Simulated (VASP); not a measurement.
Runs of VASP 6.6.1 on Ta. The structure is that of space group I4/mmm (No. 139), or close to it. The cells are those of the table. 

```tsv
cell	gap on the mesh (eV)	pressure (GPa)
a = 2.750 Å, angles 112.9, 112.9, 102.7°, 1 atom	none	38.4
a = 2.786 Å, angles 107.3, 107.3, 113.9°, 1 atom	none	(a)
a = 2.792 Å, angles 114.1, 114.1, 100.6°, 1 atom	none	27.7
a = 2.710 Å, angles 111.8, 111.8, 104.9°, 1 atom	none	51.1
a = 2.865 Å, angles 106.3, 106.3, 115.9°, 1 atom	none	5.6
a = 2.865 Å, angles 112.8, 112.8, 103.0°, 1 atom	none	5.3
a = 2.824 Å, angles 111.7, 111.7, 105.1°, 1 atom	none	(b)
```

Alike in all rows: task single point; level PBE; potentials or basis VASP PAW PBE potentials, release 64 (Ta_pv); no spin polarisation; k mesh 20 × 20 × 20; cutoff (eV) 520; smearing gaussian 0.15 eV.

Task: Fill in the values left out.

Result: (a) 24.0; (b) 13.3.

Caveats: the cell stands under pressure; spin-orbit coupling is left out, which moves the levels of the heavy elements.

A k mesh can miss the band edges, and the runs leave out spin-orbit coupling on Ta.

A gap of «none» marks levels without a gap at the run's occupations.
